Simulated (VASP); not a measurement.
SnO2:

```xyz
12
Lattice="5.1753 0.0000 0.0000 0.0000 5.1753 0.0000 0.0000 0.0000 5.1753" Properties=species:S:1:pos:R:3 pbc="T T T"
Sn    0.0000    0.0000    0.0000
Sn    2.5876    0.0000    2.5876
Sn    2.5876    2.5876    0.0000
Sn    0.0000    2.5876    2.5876
O     3.4214    4.3415    0.8337
O     4.3415    0.8337    3.4214
O     0.8337    3.4214    4.3415
O     1.7539    1.7539    1.7539
O     3.4214    3.4214    3.4214
O     4.3415    1.7539    0.8337
O     0.8337    4.3415    1.7539
O     1.7539    0.8337    4.3415
```

```yaml
Program: VASP 6.6.1
Task: relaxation of cell and atoms
Functional: PBEsol
Dispersion: D4
Potentials_or_basis: VASP PAW PBE potentials, release 64 (Sn_d, O)
Cutoff: 600 eV
k_mesh: 5 × 5 × 5
Occupations: fermi-dirac, width 0.05 eV
Spin: no spin polarisation
```

At the start: pressure -8.9 GPa; volume 11.55 Å³/atom.

Task: Where does the relaxation end?

Result: Over 8 steps the energy falls by 14.8 meV/atom and the volume is 11.05 Å³/atom (-4.4 %); space group Pa-3 (No. 205, to 0.1 Å) before and after.

Step by step:
```
step  energy change (eV)  largest force (eV/Å)  pressure (GPa)  volume (Å³)
   1              0.0000                0.0231           -8.87       138.61
   2              0.0540                0.0816           12.22       126.17
   3             -0.1768                0.0218           -0.09       132.57
   4             -0.1768                0.0229            0.10       132.45
   5             -0.1769                0.0188           -0.10       132.57
   6             -0.1769                0.0171           -0.19       132.62
   7             -0.1771                0.0151           -0.17       132.60
   8             -0.1773                0.0094           -0.12       132.56
```

Final structure:
```xyz
12
Lattice="5.0988 0.0000 0.0000 0.0000 5.0988 0.0000 0.0000 0.0000 5.0988" Properties=species:S:1:pos:R:3 pbc="T T T"
Sn    0.0000    5.0988    0.0000
Sn    2.5494    5.0988    2.5494
Sn    2.5494    2.5494    0.0000
Sn    0.0000    2.5494    2.5494
O     3.3688    4.2794    0.8194
O     4.2794    0.8194    3.3688
O     0.8194    3.3688    4.2794
O     1.7300    1.7300    1.7300
O     3.3688    3.3688    3.3688
O     4.2794    1.7300    0.8194
O     0.8194    4.2794    1.7300
O     1.7300    0.8194    4.2794
```

Caveat: the PAW data sets were made with another functional, which shifts forces and pressure a little.
